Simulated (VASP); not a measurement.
Here is a VASP 6.6.1 calculation.

File INCAR:

```
SYSTEM = GaReSi
PREC = Accurate
ENCUT = 520
EDIFF = 1E-8
ISMEAR = -1
SIGMA = 0.05
LREAL = .FALSE.
LASPH = .TRUE.
NELM = 100
ALGO = Normal
ISIF = 2
LWAVE = .FALSE.
LCHARG = .FALSE.
GGA = PE
LEFG = .TRUE.
NBANDS = 33
```

File KPOINTS:

```
regular mesh
0
G
  9 9 4
  0 0 0
```

Contents of POSCAR:

```
GaReSi
1.0
    3.1942000000      0.0000000000      0.0000000000
    0.0000000000      3.1942000000      0.0000000000
    0.0000000000      0.0000000000      8.0540000000
Ga Si Re
2 2 2
Direct
    0.5000000000      0.0000000000      0.9146000000
    0.0000000000      0.5000000000      0.0854000000
    0.0000000000      0.5000000000      0.4152000000
    0.5000000000      0.0000000000      0.5848000000
    0.0000000000      0.5000000000      0.7306300000
    0.5000000000      0.0000000000      0.2693700000
```

Potentials or basis: VASP PAW PBE potentials, release 64 (Ga_d, Si, Re).

Launch:

```bash
$ cat potpaw_PBE.64/Ga_d/POTCAR potpaw_PBE.64/Si/POTCAR potpaw_PBE.64/Re/POTCAR > POTCAR
$ mpirun -np 1 vasp_std > vasp.out
```

(1) What does it give for the largest force?

(2) Estimate the pressure.

(3) What does it give for the band gap on the k mesh?

Results:

(1) 0.166 eV/Å.

(2) 3.8 GPa.

(3) 0.17 eV, indirect (least direct gap 0.87 eV).

Caveat: without QUAD_EFG the Cq values of the log hold for a quadrupole moment of 1 mb, not for the nuclei; spin-orbit coupling is left out, which moves the levels of the heavy elements.
